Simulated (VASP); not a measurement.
A run of VASP 6.6.1:

File INCAR:

```
PREC     = Accurate       # precision mode
ENCUT    = 520            # plane-wave cutoff, eV
EDIFF    = 1E-7           # SCF threshold, eV
ISMEAR   = 0              # smearing method
SIGMA    = 0.05           # smearing width, eV
LREAL    = Auto         
LASPH    = True           # aspherical terms in the spheres
NELM     = 100            # most SCF steps
ALGO     = Normal         # electronic algorithm
ISIF     = 2              # what is computed and relaxed
LWAVE    = False          # write WAVECAR
LCHARG   = True           # write CHGCAR
LDIPOL   = True         
IDIPOL   = 3            
DIPOL    = 0.5 0.5 0.425
GGA      = PE             # functional
IVDW     = 12             # dispersion correction
LELF     = True           # ELF
LVHAR    = True         
LVACPOTAV= True         
NBANDS   = 66             # bands
```

Contents of KPOINTS:

```
regular mesh
0
Gamma
  3 3 1
```

The input POSCAR:

```
SiC
1.0
    6.1499993378      0.0000000000      0.0000000000
   -3.0749996689      5.3260556598      0.0000000000
    0.0000000000      0.0000000000     25.4242351110
C Si
12 12
Direct
    0.5000000000      0.0000000000      0.3146604004
    0.5000000000      0.5000000000      0.3146604004
    0.0000000000      0.0000000000      0.3146604004
    0.0000000000      0.5000000000      0.3146604004
    0.6666666667      0.8333333333      0.4134136846
    0.6666666667      0.3333333333      0.4134136846
    0.1666666667      0.8333333333      0.4134136846
    0.1666666667      0.3333333333      0.4134136846
    0.8354641765      0.6650254495      0.5142713547
    0.8310559916      0.1692974066      0.5139711843
    0.3305024635      0.6692149395      0.5145421790
    0.3351882225      0.1650052433      0.5144406622
    0.1666666667      0.8333333333      0.3393487215
    0.1666666667      0.3333333333      0.3393487215
    0.6666666667      0.8333333333      0.3393487215
    0.6666666667      0.3333333333      0.3393487215
    0.3332611804      0.6667182785      0.4371223013
    0.3337979965      0.1665732522      0.4360667778
    0.8334776929      0.6662141723      0.4360874787
    0.8330495605      0.1669922570      0.4369165153
    0.4985127248      0.5020982893      0.5255767301
    0.5014112992      0.0000619039      0.5413821446
   -0.0001512704      0.4987955764      0.5418716940
   -0.0017611268      0.0018217950      0.5234213985
```

Potentials or basis: VASP PAW PBE potentials, release 64 (C, Si).

The run is started by

```console
$ cat potpaw_PBE.64/C/POTCAR potpaw_PBE.64/Si/POTCAR > POTCAR
$ mpirun -np 1 vasp_std > vasp.out
```

Hardware: 1 thread of Intel Xeon 8259CL, with other jobs on the host.

Q: How long does it take, and how much memory?

A: It took 23 min on 1 thread of Intel Xeon 8259CL, with other jobs on the host, peak memory 0.91 GiB. Counts: scf iterations 43, k points 5.
